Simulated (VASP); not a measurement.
Input of a VASP 6.6.1 run:

File INCAR:

```
SYSTEM = HfN
ALGO = Normal ; EDIFF = 1E-6
ENCUT = 520 ; GGA = PS
ISIF = 2 ; ISMEAR = -1
LASPH = .True. ; LCHARG = .False.
LREAL = .False. ; LWAVE = .False.
NBANDS = 14 ; NELM = 80
PREC = Accurate ; SIGMA = 0.1
```

File KPOINTS:

```
k-points
0
Gamma
  10 10 10
  0 0 0
```

The input POSCAR:

```
HfN
1.0
    0.0000000000      2.4383461881      2.4383461881
    2.4383461881      0.0000000000      2.4383461881
    2.4383461881      2.4383461881      0.0000000000
Hf N
1 1
Direct
    0.0000000000      0.0000000000      0.0000000000
    0.7500000000      0.7500000000      0.7500000000
```

Potentials or basis: VASP PAW PBE potentials, release 64 (Hf_pv, N).

Run with:

```bash
$ cat potpaw_PBE.64/Hf_pv/POTCAR potpaw_PBE.64/N/POTCAR > POTCAR
$ mpirun -np 1 vasp_std > vasp.out
```

Task: Predict the pressure.

Result: -2.0 GPa.

Caveat: the PAW data sets were made with another functional, which shifts forces and pressure a little.
